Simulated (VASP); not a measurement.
# KCl (I4/mmm) in VASP: electric field gradients with PBE

Aim: the electric field gradients of KCl with PBE.

Everything below comes from runs of VASP 6.6.1. Logs are shortened: lines on timing, memory, paths and dates and some standing lists are left out, and cuts for length are marked.

**1. The cell of the first run**

It takes space group I4/mmm (No. 139, tetragonal). The conventional cell has a = 4.532 Å, b = 4.532 Å, c = 6.123 Å, α = 90.00°, β = 90.00°, γ = 90.00°. K (site symmetry 4/mmm) has 6 Cl at 3.06 to 3.20 Å within 4.0 Å. Cl (site symmetry 4/mmm) has 6 K at 3.06 to 3.20 Å within 4.0 Å.

**2. Electric field gradients, PBE (z stretched by -3 % at fixed volume)**

The input, INCAR:

```
SYSTEM = KCl
PREC = Accurate
ENCUT = 520
EDIFF = 1E-8
ISMEAR = -1
SIGMA = 0.03
LREAL = .FALSE.
LASPH = .TRUE.
NELM = 60
ALGO = Normal
ISIF = 2
LWAVE = .FALSE.
LCHARG = .FALSE.
GGA = PE
LEFG = .TRUE.
NBANDS = 15
```

The input, KPOINTS:

```
regular mesh
0
G
  7 7 7
  0 0 0
```

The input, POSCAR:

```
KCl
1.0
    0.0000000000      3.2045340317      3.0614170000
    3.2045340317      0.0000000000      3.0614170000
    3.2045340317      3.2045340317      0.0000000000
K Cl
1 1
Direct
    0.0000000000      0.0000000000      0.0000000000
    0.5000000000      0.5000000000      0.5000000000
```

Potentials or basis: VASP PAW PBE potentials, release 64 (K_sv, Cl).

Launch:

```bash
$ cat potpaw_PBE.64/K_sv/POTCAR potpaw_PBE.64/Cl/POTCAR > POTCAR
$ mpirun -np 1 vasp_std > vasp.out
```

OUTCAR:

```text
SYSTEM = KCl
   PREC = Accurate
   ENCUT = 520
   EDIFF = 1E-8
   ISMEAR = -1
   LREAL = .FALSE.
   LASPH = .TRUE.
   NELM = 60
   ISIF = 2
   GGA = PE

 ion  position               nearest neighbor table
   1  0.000  0.000  0.000-   2 3.06   2 3.06   2 3.20   2 3.20   2 3.20   2 3.20
   2  0.500  0.500  0.500-   1 3.06   1 3.06   1 3.20   1 3.20   1 3.20   1 3.20

  LATTYP: Found a body centered tetragonal cell.
 ALAT       =     4.5318954887
 C/A-ratio  =     1.3510536629

  Lattice vectors:

 A1 = (   0.0000000000,  -3.2045340317,  -3.0614170000)
 A2 = (   0.0000000000,   3.2045340317,  -3.0614170000)
 A3 = (   3.2045340317,   0.0000000000,   3.0614170000)

Analysis of symmetry for initial positions (statically):
=====================================================================
 Subroutine PRICEL returns:
 Original cell was already a primitive cell.

 Routine SETGRP: Setting up the symmetry group for a
 body centered tetragonal supercell.

 Subroutine GETGRP returns: Found 16 space group operations
 (whereof 16 operations were pure point group operations)
 out of a pool of 16 trial point group operations.

The static configuration has the point symmetry D_4h.

Analysis of symmetry for dynamics (positions and initial velocities):
=====================================================================
 Subroutine PRICEL returns:
 Original cell was already a primitive cell.

 Routine SETGRP: Setting up the symmetry group for a
 body centered tetragonal supercell.

 Subroutine GETGRP returns: Found 16 space group operations
 (whereof 16 operations were pure point group operations)
 out of a pool of 16 trial point group operations.

The dynamic configuration has the point symmetry D_4h.

 Subroutine INISYM returns: Found 16 space group operations
 (whereof 16 operations are pure point group operations),
 and found     1 'primitive' translations

----------------------------------------------------------------------------------------

                                     Primitive cell

  volume of cell :      62.8756

  direct lattice vectors                    reciprocal lattice vectors
     0.000000000  3.204534032  3.061417000    -0.156028925  0.156028925  0.163323062
     3.204534032  0.000000000  3.061417000     0.156028925 -0.156028925  0.163323062
     3.204534032  3.204534032  0.000000000     0.156028925  0.156028925 -0.163323062

  length of vectors
     4.431852029  4.431852029  4.531895489     0.274525907  0.274525907  0.274525907

  position of ions in fractional coordinates (direct lattice)
     0.000000000  0.000000000  0.000000000
     0.500000000  0.500000000  0.500000000

  ion indices of the primitive-cell ions
   primitive index   ion index
                 1           1
                 2           2

----------------------------------------------------------------------------------------

 KPOINTS: regular mesh

Automatic generation of k-mesh.
 Grid dimensions read from file:
 generate k-points for:    7    7    7

 Generating k-lattice:

  Cartesian coordinates                     Fractional coordinates (reciprocal lattice)
    -0.022289846  0.022289846  0.023331866     0.142857143 -0.000000000  0.000000000
     0.022289846 -0.022289846  0.023331866    -0.000000000  0.142857143  0.000000000
     0.022289846  0.022289846 -0.023331866     0.000000000  0.000000000  0.142857143

  Length of vectors
     0.039217987  0.039217987  0.039217987

  Shift w.r.t. Gamma in fractional coordinates (k-lattice)
     0.000000000  0.000000000  0.000000000

 Subroutine IBZKPT returns following result:
 ===========================================

[... 34 lines left out ...]
   ions per type =               1   1
   NGX,Y,Z   is equivalent  to a cutoff of  13.50, 13.50, 13.21 a.u.
   NGXF,Y,Z  is equivalent  to a cutoff of  27.01, 27.01, 26.41 a.u.
 SYSTEM =  KCl
   PREC   = accura    normal or accurate (medium, high low for compatibility)
   ISTART =      0    job   : 0-new  1-cont  2-samecut
   ICHARG =      2    charge: 1-file 2-atom 10-const
   ISPIN  =      1    spin polarized calculation?
   LNONCOLLINEAR =      F non collinear calculations
   LSORBIT =      F    spin-orbit coupling
   LASPH  =      T    aspherical Exc in radial PAW
   ENCUT  =  520.0 eV  38.22 Ry    6.18 a.u.   8.24  8.24  8.43*2*pi/ulx,y,z
   NELM   =     60;   NELMIN=  2; NELMDL= -5     # of ELM steps
   EDIFF  = 0.1E-07   stopping-criterion for ELM
   LREAL  =      F    real-space projection
   EDIFFG = 0.1E-06   stopping-criterion for IOM
   NSW    =      0    number of steps for IOM
   IBRION =     -1    ionic relax: 0-MD 1-quasi-New 2-CG
   NFREE  =      0    steps in history (QN), initial steepest desc. (CG)
   ISIF   =      2    stress and relaxation
   ISYM   =      2    0-nonsym 1-usesym 2-fastsym
   POTIM  = 0.5000    time-step for ionic-motion
   TEBEG  =    0.0;   TEEND  =   0.0 temperature during run
   PSTRESS=    0.0 pullay stress
   NELECT =      16.0000    total number of electrons
   NUPDOWN=      -1.0000    fix difference up-down
   EMIN   =  10.00;   EMAX   =-10.00  energy-range for DOS
   EFERMI =   0.00;   METHOD = LEGACY
   ISMEAR =    -1;   SIGMA  =   0.03  broadening in eV -4-tet -1-fermi 0-gaus
   EFERMI_NEDOS =   21; number of points for ismear=-14 and -15
   IALGO  =     38    algorithm
   IMIX   =      4    mixing-type and parameters
     AMIX     =   0.40;   BMIX     =  1.00
     AMIX_MAG =   1.60;   BMIX_MAG =  1.00
  volume/ion in A,a.u.               =      31.44       212.15
  Fermi-wavevector in a.u.,A,eV,Ry     =   1.037419  1.960437 14.643101  1.076238
  Thomas-Fermi vector in A             =   2.171856
   LORBIT       =      0    0 simple, 1 ext, 2 COOP (PROOUT), +10 PAW based schemes
   GGA     = PE    functional components
   LHFCALC =     F    Hartree Fock is set to
   AEXX    =    0.0000 exact exchange contribution
   IVDW    =     0    specifies the selected vdW correction
   LEPSILON=     F    determine dielectric tensor
   LRPA    =     F    only Hartree local field effects (RPA)
 non-spin polarized calculation
  energy-cutoff  :      520.00
  volume of cell :       62.88
 maximum number of plane-waves:      1707
 NGX is ok and might be reduce to    36
   NGX = 17   NGY = 17   NGZ = 17

 number of electron      15.9999999 magnetization

 Free energy of the ion-electron system (eV)
  ---------------------------------------------------
  ext. energy  EPLUGINS =         0.00000000
  ---------------------------------------------------
  free energy    TOTEN  =        -6.79590017 eV

  energy without entropy =       -6.79590017  energy(sigma->0) =       -6.79590017

 E-fermi :  -1.2431     XC(G=0):  -7.4988

 val. band max:       -1.8564467301   @ k =   0.0000   0.0000   0.0000
 cond. band min:       3.2699035863   @ k =   0.0000   0.0000   0.0000
 fundamental gap:      5.1263503164
 Fermi energy:        -1.2430677294

 k-point     1 :       0.0000    0.0000    0.0000
  band No.  band energies     occupation
      1     -29.0929      2.00000
      2     -13.9884      2.00000
      3     -12.5552      2.00000
      4     -12.5552      2.00000
      5     -12.5550      2.00000
      6      -1.8880      2.00000
      7      -1.8880      2.00000
      8      -1.8564      2.00000
      9       3.2699      0.00000
     10       6.4081      0.00000
     11       6.4081      0.00000
     12       6.6932      0.00000
     13       7.2582      0.00000
     14       7.4958      0.00000
[... 401 lines left out ...]
      2     -14.0711      2.00000
      3     -12.6197      2.00000
      4     -12.5840      2.00000
      5     -12.4241      2.00000
      6      -2.6573      2.00000
      7      -2.2731      2.00000
      8      -2.1995      2.00000
      9       5.8489      0.00000
     10       6.2566      0.00000
     11       7.9237      0.00000
     12       8.6036      0.00000
     13       9.0512      0.00000
     14       9.4340      0.00000
     15      10.0408      0.00000

 [... further k-points ...]

------------------------ aborting loop because EDIFF is reached ----------------------------------------

  FORCE on cell =-STRESS in cart. coord.  units (eV):
  Direction    XX          YY          ZZ          XY          YZ          ZX
  --------------------------------------------------------------------------------------
  -------------------------------------------------------------------------------------
  Total        0.0401476      0.0401476      0.7610164      0.0000000      0.0000000      0.0000000
  in kB        1.0230293      1.0230293     19.3919890      0.0000000      0.0000000      0.0000000
  external PRESSURE =       7.1460159 kB  Pullay stress =       0.0000000 kB

 VOLUME and BASIS-vectors are now :
 -----------------------------------------------------------------------------
  energy-cutoff  :      520.00
  volume of cell :       62.88
      direct lattice vectors                 reciprocal lattice vectors
     0.000000000  3.204534032  3.061417000    -0.156028925  0.156028925  0.163323062
     3.204534032  0.000000000  3.061417000     0.156028925 -0.156028925  0.163323062
     3.204534032  3.204534032  0.000000000     0.156028925  0.156028925 -0.163323062

 POSITION                                       TOTAL-FORCE (eV/Angst)
 -----------------------------------------------------------------------------------
      0.00000      0.00000      0.00000        -0.000000     -0.000000      0.000000
      3.20453      3.20453      3.06142         0.000000      0.000000      0.000000
 -----------------------------------------------------------------------------------
    total drift:                                0.000000      0.000000      0.000000

  FREE ENERGIE OF THE ION-ELECTRON SYSTEM (eV)
  ---------------------------------------------------
  free  energy   TOTEN  =        -6.7959001662 eV

  energy  without entropy=       -6.7959001662  energy(sigma->0) =       -6.79590017

 Electric field gradients (V/A^2)
---------------------------------------------------------------------
 ion       V_xx      V_yy      V_zz      V_xy      V_xz      V_yz
---------------------------------------------------------------------
   1       4.565     4.565    -9.130    -0.000    -0.000    -0.000
   2       2.467     2.467    -4.933    -0.000     0.000     0.000
---------------------------------------------------------------------

 Electric field gradients after diagonalization (V/A^2)
 (convention: |V_zz| > |V_xx| > |V_yy|)
----------------------------------------------------------------------
 ion       V_xx      V_yy      V_zz     asymmetry (V_yy - V_xx)/ V_zz
----------------------------------------------------------------------
   1       4.565     4.565    -9.130       0.000
   2       2.467     2.467    -4.933       0.000
----------------------------------------------------------------------

           NMR quadrupolar parameters

 Cq : quadrupolar parameter    Cq=e*Q*V_zz/h
 eta: asymmetry parameters     (V_yy - V_xx)/ V_zz
 Q  : nuclear electric quadrupole moment in mb (millibarn)
----------------------------------------------------------------------
 ion       Cq(MHz)       eta       Q (mb)
----------------------------------------------------------------------
   1      -0.022       0.000       1.000
   2      -0.012       0.000       1.000
----------------------------------------------------------------------
```

Run time: 36 s. Hardware: 1 thread of AMD EPYC 7R13 (Zen 3), shared host; peak memory 0.18 GiB.

Results:

```
Free energy                             : -6.7959 eV
Pressure                                : 0.7 GPa
Band gap on the k mesh                  : 5.13 eV
Largest electric field gradient by atom : K -9.1; Cl -4.9 V/Å²
```

Levels at points of the mesh, in eV from the valence-band top:
| k point | band 4 | band 5 | band 6 | band 7 | band 8 | band 9 | band 10 | band 11 | band 12 | band 13 |
| --- | --- | --- | --- | --- | --- | --- | --- | --- | --- | --- |
| (0.00, 0.00, 0.00) | -10.70 | -10.70 | -0.03 | -0.03 | 0.00 | 5.13 | 8.26 | 8.26 | 8.55 | 9.11 |

Electric field gradients, principal values (V/Å²):
| atom | least | middle | greatest (by size) |
| --- | --- | --- | --- |
| 1 K | 4.565 | 4.565 | -9.130 |
| 2 Cl | 2.467 | 2.467 | -4.933 |

Caveat: without QUAD_EFG the Cq values of the log hold for a quadrupole moment of 1 mb, not for the nuclei. A k mesh can miss the band edges.
